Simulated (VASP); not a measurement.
Write the native input for VASP 6.6.1 that does the following.

| Property | Result |
| --- | --- |
| Task | single point |
| Functional | PBE |
| Potentials or basis | VASP PAW PBE potentials, release 64 (In_d, Sb) |
| Cutoff | 520 eV |
| k mesh | 6 × 6 × 6 |
| Occupations | gaussian, width 0.1 eV |
| Spin | no spin polarisation |
| Dipole correction | no |
| Further INCAR settings | ALGO = Normal; EDIFF = 1e-06; NBANDS = 16 |

The structure of InSb (pbe) lies in POSCAR:

```
InSb
1.0
    0.0000000000      3.3166107100      3.3166107100
    3.3166107100      0.0000000000      3.3166107100
    3.3166107100      3.3166107100      0.0000000000
In Sb
1 1
Direct
    0.0000000000      0.0000000000      0.0000000000
    0.7500000000      0.7500000000      0.7500000000
```

These files were run (other wordings do the same):

INCAR

```
  PREC = Accurate
  ENCUT = 520
  EDIFF = 1E-6
  ISMEAR = 0
  SIGMA = 0.1
  LREAL = False
  LASPH = True
  NELM = 100
  ALGO = Normal
  ISIF = 2
  LWAVE = False
  LCHARG = True
  GGA = PE
  LELF = True
  LVHAR = True
  NBANDS = 16
```

KPOINTS

```
Automatic mesh
0
Gamma
  6 6 6
```

Potentials or basis: VASP PAW PBE potentials, release 64 (In_d, Sb).

The run is started by

```console
$ cat potpaw_PBE.64/In_d/POTCAR potpaw_PBE.64/Sb/POTCAR > POTCAR
$ mpirun -np 1 vasp_std > vasp.out
```

It gave:

```
Pressure               : 0.1 GPa
Band gap on the k mesh : zero (filled and empty bands touch)
```

Caveat: spin-orbit coupling is left out, which moves the levels of the heavy elements.

Wall time 10 s on 1 thread of Intel(R) Xeon(R) 6975P-C (Granite Rapids), on a shared host, peak memory 0.21 GiB.
